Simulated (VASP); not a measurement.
# K4CuPb (F-43m) in VASP: a series of runs

The runs below take K4CuPb through single point, relaxation of cell and atoms, with PBE.

Everything below comes from runs of VASP 6.6.1. Logs are shortened: lines on timing, memory, paths and dates and some standing lists are left out, and cuts for length are marked.

## 1. The cell of the first run

The structure is cubic, space group F-43m (No. 216). Conventional cell: a = 8.817 Å, b = 8.817 Å, c = 8.817 Å, α = 90.00°, β = 90.00°, γ = 90.00°. Within 4.1 Å of K (site symmetry 3m) lie 6 K at 3.10 to 3.14 Å and 3 Pb at 3.65 Å and 3 Cu at 3.66 Å. Within 4.8 Å of Cu (site symmetry -43m) lie 12 K at 3.66 Å and 4 Pb at 3.82 Å. Pb (site symmetry -43m) has 12 K at 3.65 Å and 4 Cu at 3.82 Å within 4.8 Å.

The cell was generated, and may not be a known phase.

## 2. Single point, PBE

INCAR reads:

```
SYSTEM = K4CuPb
  PREC = Accurate
  ENCUT = 520
  EDIFF = 1E-6
  ISMEAR = 0
  SIGMA = 0.1
  LREAL = .False.
  LASPH = .True.
  NELM = 80
  ALGO = Normal
  ISIF = 2
  LWAVE = .False.
  LCHARG = .True.
  GGA = PE
  LELF = .True.
  LVHAR = .True.
  NBANDS = 40
```

KPOINTS reads:

```
Automatic mesh
0
Gamma
  4 4 4
  0 0 0
```

POSCAR reads:

```
K4CuPb
1.0
    0.0000000000      4.4085432200      4.4085432200
    4.4085432200      0.0000000000      4.4085432200
    4.4085432200      4.4085432200      0.0000000000
K Cu Pb
4 1 1
Direct
    0.8727561500      0.3757479500      0.3757479500
    0.3757479500      0.3757479500      0.3757479500
    0.3757479500      0.8727561500      0.3757479500
    0.3757479500      0.3757479500      0.8727561500
    0.0000000000      0.0000000000      0.0000000000
    0.7500000000      0.7500000000      0.7500000000
```

Potentials or basis: VASP PAW PBE potentials, release 64 (K_sv, Cu, Pb_d).

Command:

```console
cat potpaw_PBE.64/K_sv/POTCAR potpaw_PBE.64/Cu/POTCAR potpaw_PBE.64/Pb_d/POTCAR > POTCAR
mpirun -np 1 vasp_std > vasp.out
```

OUTCAR:

```text
SYSTEM = K4CuPb
   PREC = Accurate
   ENCUT = 520
   EDIFF = 1E-6
   ISMEAR = 0
   LREAL = .False.
   LASPH = .True.
   NELM = 80
   ISIF = 2
   GGA = PE

 ion  position               nearest neighbor table
   1  0.873  0.376  0.376-   2 3.10   3 3.10   4 3.10   2 3.14   4 3.14   3 3.14   6 3.65   6 3.65
                             6 3.65
   2  0.376  0.376  0.376-   1 3.10   3 3.10   4 3.10   4 3.14   3 3.14   1 3.14   6 3.65   6 3.65
                             6 3.65
   3  0.376  0.873  0.376-   1 3.10   2 3.10   4 3.10   4 3.14   2 3.14   1 3.14   6 3.65   6 3.65
                             6 3.65
   4  0.376  0.376  0.873-   1 3.10   2 3.10   3 3.10   2 3.14   3 3.14   1 3.14   6 3.65   6 3.65
                             6 3.65
   5  0.000  0.000  0.000-
   6  0.750  0.750  0.750-   3 3.65   4 3.65   1 3.65   4 3.65   1 3.65   3 3.65   2 3.65   2 3.65
                             2 3.65   1 3.65   3 3.65   4 3.65

  LATTYP: Found a face centered cubic cell.
 ALAT       =     8.8170864400

  Lattice vectors:

 A1 = (   0.0000000000,   4.4085432200,   4.4085432200)
 A2 = (   4.4085432200,   0.0000000000,   4.4085432200)
 A3 = (   4.4085432200,   4.4085432200,   0.0000000000)

Analysis of symmetry for initial positions (statically):
=====================================================================
 Subroutine PRICEL returns:
 Original cell was already a primitive cell.

 Routine SETGRP: Setting up the symmetry group for a
 face centered cubic supercell.

 Subroutine GETGRP returns: Found 24 space group operations
 (whereof 24 operations were pure point group operations)
 out of a pool of 48 trial point group operations.

The static configuration has the point symmetry T_d .

Analysis of symmetry for dynamics (positions and initial velocities):
=====================================================================
 Subroutine PRICEL returns:
 Original cell was already a primitive cell.

 Routine SETGRP: Setting up the symmetry group for a
 face centered cubic supercell.

 Subroutine GETGRP returns: Found 24 space group operations
 (whereof 24 operations were pure point group operations)
 out of a pool of 48 trial point group operations.

The dynamic configuration has the point symmetry T_d .

 Subroutine INISYM returns: Found 24 space group operations
 (whereof 24 operations are pure point group operations),
 and found     1 'primitive' translations

----------------------------------------------------------------------------------------

                                     Primitive cell

  volume of cell :     171.3623

  direct lattice vectors                    reciprocal lattice vectors
     0.000000000  4.408543220  4.408543220    -0.113416150  0.113416150  0.113416150
     4.408543220  0.000000000  4.408543220     0.113416150 -0.113416150  0.113416150
     4.408543220  4.408543220  0.000000000     0.113416150  0.113416150 -0.113416150

  length of vectors
     6.234621612  6.234621612  6.234621612     0.196442535  0.196442535  0.196442535

  position of ions in fractional coordinates (direct lattice)
     0.872756150  0.375747950  0.375747950
     0.375747950  0.375747950  0.375747950
     0.375747950  0.872756150  0.375747950
     0.375747950  0.375747950  0.872756150
     0.000000000  0.000000000  0.000000000
     0.750000000  0.750000000  0.750000000

  ion indices of the primitive-cell ions
   primitive index   ion index
                 1           1
                 2           2
                 3           3
                 4           4
                 5           5
                 6           6

----------------------------------------------------------------------------------------

 KPOINTS: Automatic mesh

Automatic generation of k-mesh.
 Grid dimensions read from file:
 generate k-points for:    4    4    4

 Generating k-lattice:

  Cartesian coordinates                     Fractional coordinates (reciprocal lattice)
    -0.028354038  0.028354038  0.028354038     0.250000000  0.000000000  0.000000000
     0.028354038 -0.028354038  0.028354038     0.000000000  0.250000000  0.000000000
     0.028354038  0.028354038 -0.028354038     0.000000000  0.000000000  0.250000000

  Length of vectors
     0.049110634  0.049110634  0.049110634

  Shift w.r.t. Gamma in fractional coordinates (k-lattice)
     0.000000000  0.000000000  0.000000000

 Subroutine IBZKPT returns following result:
 ===========================================

 Found      8 irreducible k-points:

 Following reciprocal coordinates:
            Coordinates               Weight
  0.000000  0.000000  0.000000      1.000000
  0.250000  0.000000  0.000000      8.000000
  0.500000  0.000000  0.000000      4.000000
  0.250000  0.250000  0.000000      6.000000
  0.500000  0.250000  0.000000     24.000000
 -0.250000  0.250000  0.000000     12.000000
  0.500000  0.500000  0.000000      3.000000
 -0.250000  0.500000  0.250000      6.000000
   k-points           NKPTS =      8   k-points in BZ     NKDIM =      8   number of bands    NBANDS=     40
   number of dos      NEDOS =    301   number of ions     NIONS =      6
   total plane-waves  NPLWV = 110592
   dimension x,y,z NGX =    48 NGY =   48 NGZ =   48
   dimension x,y,z NGXF=    96 NGYF=   96 NGZF=   96
   ions per type =               4   1   1
   NGX,Y,Z   is equivalent  to a cutoff of  12.80, 12.80, 12.80 a.u.
   NGXF,Y,Z  is equivalent  to a cutoff of  25.60, 25.60, 25.60 a.u.
 SYSTEM =  K4CuPb
   PREC   = accura    normal or accurate (medium, high low for compatibility)
   ISTART =      0    job   : 0-new  1-cont  2-samecut
   ICHARG =      2    charge: 1-file 2-atom 10-const
   ISPIN  =      1    spin polarized calculation?
   LNONCOLLINEAR =      F non collinear calculations
   LSORBIT =      F    spin-orbit coupling
   LASPH  =      T    aspherical Exc in radial PAW
   ENCUT  =  520.0 eV  38.22 Ry    6.18 a.u.  11.59 11.59 11.59*2*pi/ulx,y,z
   NELM   =     80;   NELMIN=  2; NELMDL= -5     # of ELM steps
   EDIFF  = 0.1E-05   stopping-criterion for ELM
   LREAL  =      F    real-space projection
   EDIFFG = 0.1E-04   stopping-criterion for IOM
   NSW    =      0    number of steps for IOM
   IBRION =     -1    ionic relax: 0-MD 1-quasi-New 2-CG
   NFREE  =      0    steps in history (QN), initial steepest desc. (CG)
   ISIF   =      2    stress and relaxation
   ISYM   =      2    0-nonsym 1-usesym 2-fastsym
   POTIM  = 0.5000    time-step for ionic-motion
   TEBEG  =    0.0;   TEEND  =   0.0 temperature during run
   PSTRESS=    0.0 pullay stress
   NELECT =      61.0000    total number of electrons
   NUPDOWN=      -1.0000    fix difference up-down
   EMIN   =  10.00;   EMAX   =-10.00  energy-range for DOS
   EFERMI =   0.00;   METHOD = LEGACY
   ISMEAR =     0;   SIGMA  =   0.10  broadening in eV -4-tet -1-fermi 0-gaus
   EFERMI_NEDOS =   21; number of points for ismear=-14 and -15
   IALGO  =     38    algorithm
   IMIX   =      4    mixing-type and parameters
     AMIX     =   0.40;   BMIX     =  1.00
     AMIX_MAG =   1.60;   BMIX_MAG =  1.00
  volume/ion in A,a.u.               =      28.56       192.73
  Fermi-wavevector in a.u.,A,eV,Ry     =   1.160236  2.192528 18.315450  1.346148
  Thomas-Fermi vector in A             =   2.296821
   LORBIT       =      0    0 simple, 1 ext, 2 COOP (PROOUT), +10 PAW based schemes
   GGA     = PE    functional components
   LHFCALC =     F    Hartree Fock is set to
   AEXX    =    0.0000 exact exchange contribution
   IVDW    =     0    specifies the selected vdW correction
   LEPSILON=     F    determine dielectric tensor
   LRPA    =     F    only Hartree local field effects (RPA)
 non-spin polarized calculation
 Gauss-broadening in eV      SIGMA  =   0.10
  energy-cutoff  :      520.00
  volume of cell :      171.36
 maximum number of plane-waves:      4645
 NGX is ok and might be reduce to    48
   NGX = 23   NGY = 23   NGZ = 23

 number of electron      60.9999982 magnetization

 Free energy of the ion-electron system (eV)
  ---------------------------------------------------
  ext. energy  EPLUGINS =         0.00000000
  ---------------------------------------------------
  free energy    TOTEN  =        -7.49628112 eV

  energy without entropy =       -7.46342610  energy(sigma->0) =       -7.47985361

 E-fermi :   3.4799     XC(G=0):  -8.8234

 val. band max:        3.3768959011   @ k =   0.2500   0.2500   0.0000
 cond. band min:       3.5081188323   @ k =   0.5000   0.2500   0.0000
 fundamental gap:      0.1312229311
 Fermi energy:         3.4799228992

 k-point     1 :       0.0000    0.0000    0.0000
  band No.  band energies     occupation
      1     -29.3116      2.00000
      2     -28.9762      2.00000
      3     -28.9762      2.00000
      4     -28.9762      2.00000
      5     -14.1466      2.00000
      6     -13.1268      2.00000
[... 32 lines left out ...]
     39       6.8577      0.00000
     40       6.8577      0.00000

 k-point     2 :       0.2500    0.0000    0.0000
  band No.  band energies     occupation
      1     -29.2779      2.00000
      2     -29.0130      2.00000
      3     -28.9764      2.00000
      4     -28.9764      2.00000
      5     -13.9946      2.00000
      6     -13.0876      2.00000
[... 32 lines left out ...]
     39       7.0827      0.00000
     40       7.0827      0.00000

 k-point     3 :       0.5000    0.0000    0.0000
  band No.  band energies     occupation
      1     -29.2307      2.00000
      2     -29.0633      2.00000
      3     -28.9766      2.00000
      4     -28.9766      2.00000
      5     -13.8085      2.00000
      6     -13.0063      2.00000
[... 32 lines left out ...]
     39       7.0964      0.00000
     40       7.3673      0.00000

 k-point     4 :       0.2500    0.2500    0.0000
  band No.  band energies     occupation
      1     -29.2645      2.00000
      2     -29.0272      2.00000
      3     -28.9766      2.00000
      4     -28.9766      2.00000
      5     -13.9292      2.00000
      6     -13.1669      2.00000
[... 32 lines left out ...]
     39       6.9719      0.00000
     40       7.1550      0.00000

 k-point     5 :       0.5000    0.2500    0.0000
  band No.  band energies     occupation
      1     -29.2070      2.00000
      2     -29.0876      2.00000
      3     -28.9770      2.00000
      4     -28.9768      2.00000
      5     -13.6841      2.00000
      6     -13.1967      2.00000
[... 32 lines left out ...]
     39       6.8415      0.00000
     40       7.1724      0.00000

 k-point     6 :      -0.2500    0.2500    0.0000
  band No.  band energies     occupation
      1     -29.2309      2.00000
      2     -29.0629      2.00000
      3     -28.9769      2.00000
      4     -28.9766      2.00000
      5     -13.7863      2.00000
      6     -13.1234      2.00000
[... 32 lines left out ...]
     39       7.0050      0.00000
     40       7.0675      0.00000

 k-point     7 :       0.5000    0.5000    0.0000
  band No.  band energies     occupation
      1     -29.1570      2.00000
      2     -29.1385      2.00000
      3     -28.9771      2.00000
      4     -28.9771      2.00000
      5     -13.4647      2.00000
      6     -13.4106      2.00000
[... 32 lines left out ...]
     39       7.5808      0.00000
     40       7.6311      0.00000

 k-point     8 :      -0.2500    0.5000    0.2500
  band No.  band energies     occupation
      1     -29.1570      2.00000
      2     -29.1385      2.00000
      3     -28.9771      2.00000
      4     -28.9771      2.00000
      5     -13.4497      2.00000
      6     -13.3940      2.00000
[... 32 lines left out ...]
     39       7.0604      0.00000
     40       7.2142      0.00000

------------------------ aborting loop because EDIFF is reached ----------------------------------------

  FORCE on cell =-STRESS in cart. coord.  units (eV):
  Direction    XX          YY          ZZ          XY          YZ          ZX
  --------------------------------------------------------------------------------------
  -------------------------------------------------------------------------------------
  Total        5.8469336      5.8469336      5.8469336     -0.0000000     -0.0000000     -0.0000000
  in kB       54.6667730     54.6667730     54.6667730     -0.0000000     -0.0000000     -0.0000000
  external PRESSURE =      54.6667730 kB  Pullay stress =       0.0000000 kB

 VOLUME and BASIS-vectors are now :
 -----------------------------------------------------------------------------
  energy-cutoff  :      520.00
  volume of cell :      171.36
      direct lattice vectors                 reciprocal lattice vectors
     0.000000000  4.408543220  4.408543220    -0.113416150  0.113416150  0.113416150
     4.408543220  0.000000000  4.408543220     0.113416150 -0.113416150  0.113416150
     4.408543220  4.408543220  0.000000000     0.113416150  0.113416150 -0.113416150

 POSITION                                       TOTAL-FORCE (eV/Angst)
 -----------------------------------------------------------------------------------
      3.31300      5.50408      5.50408        -0.124809      0.124809      0.124809
      3.31300      3.31300      3.31300        -0.124809     -0.124809     -0.124809
      5.50408      3.31300      5.50408         0.124809     -0.124809      0.124809
      5.50408      5.50408      3.31300         0.124809      0.124809     -0.124809
      0.00000      0.00000      0.00000        -0.000000     -0.000000     -0.000000
      6.61281      6.61281      6.61281        -0.000000     -0.000000     -0.000000
 -----------------------------------------------------------------------------------
    total drift:                               -0.000000     -0.000000     -0.000000

  FREE ENERGIE OF THE ION-ELECTRON SYSTEM (eV)
  ---------------------------------------------------
  free  energy   TOTEN  =        -7.4962811167 eV

  energy  without entropy=       -7.4634261020  energy(sigma->0) =       -7.47985361
```

Run time: 48 s. Hardware: 1 thread of Intel Xeon 6975P-C (Granite Rapids), shared host; peak memory 0.33 GiB.

Results:

| Property | Result |
| --- | --- |
| Free energy | -7.4963 eV |
| Pressure | 5.5 GPa |
| Largest force | 0.216 eV/Å |
| Band gap on the k mesh | zero (an odd number of electrons rules out a gap without spin polarisation) |

Forces on the atoms (eV/Å):
```
K   -0.125  0.125  0.125
K   -0.125 -0.125 -0.125
K    0.125 -0.125  0.125
K    0.125  0.125 -0.125
Cu   0.000  0.000  0.000
Pb   0.000  0.000  0.000
```

Caveat: the cell stands under pressure; spin-orbit coupling is left out, which moves the levels of the heavy elements.

## 3. Single point, PBE

This run uses another cell than the first one, of 40.03 Å³/atom.

INCAR reads:

```
SYSTEM = K4CuPb
  ALGO = Fast
  EDIFF = 1E-6
  ENCUT = 520
  GGA = PE
  ISIF = 2
  ISMEAR = 0
  LASPH = .True.
  LCHARG = .True.
  LELF = .True.
  LREAL = .False.
  LVHAR = .True.
  LWAVE = .False.
  NBANDS = 40
  NELM = 80
  PREC = Accurate
  SIGMA = 0.1
```

KPOINTS reads:

```
k-points
0
Gamma
  4 4 4
  0 0 0
```

POSCAR reads:

```
K4CuPb
1.0
    0.0000000000      4.9337975840      4.9337975840
    4.9337975840      0.0000000000      4.9337975840
    4.9337975840      4.9337975840      0.0000000000
K Cu Pb
4 1 1
Direct
    0.8755817841      0.3748060720      0.3748060720
    0.3748060720      0.3748060720      0.3748060720
    0.3748060720      0.8755817841      0.3748060720
    0.3748060720      0.3748060720      0.8755817841
    0.0000000000      0.0000000000      0.0000000000
    0.7500000000      0.7500000000      0.7500000000
```

Potentials or basis: VASP PAW PBE potentials, release 64 (K_sv, Cu, Pb_d).

Command:

```console
cat potpaw_PBE.64/K_sv/POTCAR potpaw_PBE.64/Cu/POTCAR potpaw_PBE.64/Pb_d/POTCAR > POTCAR
mpirun -np 1 vasp_std > vasp.out
```

It took 3.2 min on 1 thread of Intel Xeon 6975P-C (Granite Rapids), shared host; peak memory 0.44 GiB.

The run converged. Its results:

```yaml
Free_energy: -8.4988 eV
Pressure: 0.3 GPa
Band_gap_on_the_k_mesh: zero (an odd number of electrons rules out a gap without spin polarisation)
```

Levels at points of the mesh, in eV from the Fermi level:
| k point | band 29 | band 30 | band 31 | band 32 | band 33 | band 34 |
| --- | --- | --- | --- | --- | --- | --- |
| (0.00, 0.00, 0.00) | -0.22 | -0.22 | -0.22 | -0.05 | 1.72 | 1.72 |
| (0.50, 0.00, 0.00) | -0.88 | -0.24 | -0.24 | 1.04 | 1.45 | 1.45 |
| (0.50, 0.50, 0.00) | -0.62 | -0.62 | -0.11 | -0.08 | 1.77 | 2.11 |

Caveat: spin-orbit coupling is left out, which moves the levels of the heavy elements.

(Continued in part 2 of 2.)

The gap in the log of VASP goes by the Fermi energy; the results here count the filled bands.